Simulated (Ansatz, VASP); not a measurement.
## One calculation of AlNi, two programs

```
Ni Al
1.0
     2.86000    0.00000    0.00000
     0.00000    2.86000    0.00000
     0.00000    0.00000    2.86000
Ni Al
1 1
Direct
  0.00000 0.00000 0.00000
  0.50000 0.50000 0.50000
```

Alike in both runs: task single point; functional LDA; k mesh 6 × 6 × 6; occupations gaussian, width 0.1 eV; no spin polarisation.

```csv
,VASP,Ansatz
version,VASP 6.6.1,Ansatz 0.2.0
potentials or method,"VASP PAW LDA potentials, release 64 (Ni, Al), cutoff 600 eV","scalar-relativistic, plane waves, PAW"
valence electrons in the cell,13,21
```

```csv
,VASP,Ansatz,Ansatz less VASP
gap on the k mesh at the Fermi level (eV),none,none,-
pressure (GPa),-4.4,-4.9,-0.42
```

Ansatz warns that its potentials were made for another functional, while VASP's fit it. LDA's correlation is that of Perdew and Zunger in VASP and of Perdew and Wang (1992) in Ansatz. A gap of «none» marks a metal or a gap that the smearing closes. VASP's potentials hold 13 valence electrons a cell and Ansatz's 21, so a difference there can come from the potentials and not from the codes.

The k mesh is coarse, so the values compare programs but aren't converged.
